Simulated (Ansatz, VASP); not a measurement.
## Two plane-wave programs on RbCuS2

```xyz
4
Lattice="4.5379 0.0000 0.0000 0.0000 4.5379 0.0000 0.0000 0.0000 5.2335" Properties=species:S:1:pos:R:3 pbc="T T T"
Rb    2.2690    2.2690    2.6168
Cu    0.0000    0.0000    0.0000
S     2.2690    0.0000    0.0000
S     0.0000    2.2690    0.0000
```

Alike in both runs: functional PBE; k mesh 10 × 10 × 10; occupations gaussian, width 0.1 eV; no spin polarisation.

Ansatz relaxed the structure, and its values are those at the end. VASP's run is a single point on that final structure, the one shown.

|  | VASP | Ansatz |
| --- | --- | --- |
| version | VASP 6.6.1 | Ansatz 0.2.0 |
| potentials or method | VASP PAW PBE potentials, release 64 (Rb_sv, Cu, S), cutoff 520 eV | scalar-relativistic, plane waves, PAW |
| valence electrons in the cell | 32 | 40 |

|  | VASP | Ansatz | Ansatz less VASP |
| --- | --- | --- | --- |
| gap on the k mesh at the Fermi level (eV) | none | none | - |
| pressure (GPa) | 0.1 | 0.0 | -0.08 |

A gap of «none» marks a metal or a gap that the smearing closes. With one functional, cell and mesh, what is left measures potentials, basis and numerics. VASP's potentials hold 32 valence electrons a cell and Ansatz's 40, so a difference there can come from the potentials and not from the codes.
